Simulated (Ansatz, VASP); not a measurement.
**Two plane-wave programs on SnSe**

```
Sn Se
1.0
     4.21934    0.00000    0.00000
     0.00000    4.21934    0.00000
     0.00000    0.00000    5.99302
Sn Se
2 2
Direct
  0.50000 0.00000 0.25009
  0.00000 0.50000 0.74991
  0.50000 0.00000 0.74990
  0.00000 0.50000 0.25010
```

Alike in both runs: task single point; functional PBE; k mesh 6 × 6 × 4; occupations fermi-dirac, width 0.02 eV; non-collinear spin, spin-orbit coupling.

|  | VASP | Ansatz |
| --- | --- | --- |
| version | VASP 6.6.1 | Ansatz 0.2.0 |
| potentials or method | VASP PAW PBE potentials, release 64 (Sn_d, Se) | plane waves, PAW |
| plane-wave cutoff (eV) | 520 | 420 |
| valence electrons in the cell | 40 | 60 |

|  | VASP | Ansatz | Ansatz less VASP |
| --- | --- | --- | --- |
| pressure (GPa) | 2.0 | 2.0 | -0.01 |
| net moment per atom (μB) | 0.00 | 0.00 | 0.000 |

The functional is the same, so the differences come from potentials, cutoffs and numerics. VASP's potentials hold 40 valence electrons a cell and Ansatz's 60, so a difference there can come from the potentials and not from the codes.
